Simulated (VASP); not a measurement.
MgC2:

```xyz
6
Lattice="3.9508 0.0000 0.0000 0.0000 3.9508 0.0000 0.0000 0.0000 4.9871" Properties=species:S:1:pos:R:3 pbc="T T T"
Mg    0.0000    0.0000    2.4935
Mg    1.9754    1.9754    0.0000
C     1.5315    2.4192    2.4935
C     0.4439    0.4439    0.0000
C     2.4192    1.5315    2.4935
C     3.5069    3.5069    0.0000
```

- Program: VASP 6.6.1
- Task: relaxation of cell and atoms
- Functional: PBE
- Dispersion: D3(BJ)
- Potentials or basis: VASP PAW PBE potentials, release 64 (Mg, C)
- Cutoff: 600 eV
- k mesh: 5 × 5 × 5
- Occupations: fermi-dirac, width 0.05 eV
- Spin: no spin polarisation

At the start: pressure -1.8 GPa; volume 12.97 Å³/atom.

Task: Where does the relaxation end?

Result: Over 14 steps the energy falls by 2.5 meV/atom and the volume is 12.57 Å³/atom (-3.1 %); space group P4_2/mnm (No. 136, to 0.1 Å) before and after.

The path:
```csv
step,energy change (eV),largest force (eV/Å),pressure (GPa),volume (Å³)
1,0.0000,0.0391,-1.80,77.84
2,-0.0106,0.4002,0.07,76.21
3,-0.0106,0.4115,0.13,76.16
4,-0.0128,0.1770,-0.13,75.60
5,-0.0132,0.0068,-0.06,75.76
6,-0.0134,0.0109,-0.08,75.75
7,-0.0138,0.0229,-0.13,75.72
8,-0.0144,0.0467,-0.24,75.67
9,-0.0142,0.0942,-0.44,75.56
10,-0.0145,0.0645,-0.32,75.63
11,-0.0146,0.0507,-0.12,75.56
12,-0.0146,0.0244,-0.17,75.58
13,-0.0147,0.0205,-0.14,75.54
14,-0.0148,0.0082,-0.05,75.42
```

Final structure:
```
CELL_PARAMETERS angstrom
3.91788 0.00000 0.00000
0.00000 3.91788 0.00000
0.00000 0.00000 4.91340
ATOMIC_POSITIONS crystal
Mg 0.00000 0.00000 0.50000
Mg 0.50000 0.50000 0.00000
C 0.38692 0.61308 0.50000
C 0.11308 0.11308 0.00000
C 0.61308 0.38692 0.50000
C 0.88692 0.88692 0.00000
```
